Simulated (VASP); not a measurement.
Wanted: the native input for a VASP 6.6.1 run.

```
Task                   : single point
Functional             : PBE
Dispersion             : D3(BJ)
Potentials or basis    : VASP PAW PBE potentials, release 64 (Si)
Cutoff                 : 520 eV
k mesh                 : 9 × 9 × 1
Occupations            : gaussian, width 0.1 eV
Spin                   : no spin polarisation
Dipole correction      : yes
Further INCAR settings : ALGO = Normal; EDIFF = 1e-06; NBANDS = 16
```

The structure of Si lies in POSCAR:

```
Si
1.0
    3.8472023583      0.0000000000      0.0000000000
   -1.9236011791      3.3317749758      0.0000000000
    0.0000000000      0.0000000000     18.4446971457
Si
4
Direct
    0.3333333333      0.6666666667      0.2695814701
    0.6666666667      0.3333333333      0.2439725610
    0.3333333333      0.6666666667      0.5283197153
    0.6666666667      0.3333333333      0.5027108062
```

The input as run:

INCAR

```
PREC = Accurate ; ENCUT = 520
EDIFF = 1E-6 ; ISMEAR = 0
SIGMA = 0.1 ; LREAL = F
LASPH = T ; NELM = 80
ALGO = Normal ; ISIF = 2
LWAVE = F ; LCHARG = T
LDIPOL = T ; IDIPOL = 3
DIPOL = 0.5 0.5 0.386 ; GGA = PE
IVDW = 12 ; LELF = T
LVHAR = T ; LVACPOTAV = T
NBANDS = 16
```

KPOINTS

```
Automatic mesh
0
Gamma
  9 9 1
```

Potentials or basis: VASP PAW PBE potentials, release 64 (Si).

The run is started by

```bash
$ cat potpaw_PBE.64/Si/POTCAR > POTCAR
$ mpirun -np 1 vasp_std > vasp.out
```

It gave:

| Quantity | Value |
| --- | --- |
| Largest force | 0.082 eV/Å |
| Band gap on the k mesh | 0.46 eV, direct |
| Dispersion energy per atom | -0.231 eV |

Wall time 95 s on 1 thread of Intel(R) Xeon(R) Platinum 8488C (Sapphire Rapids) (shared host), peak memory 0.34 GiB.
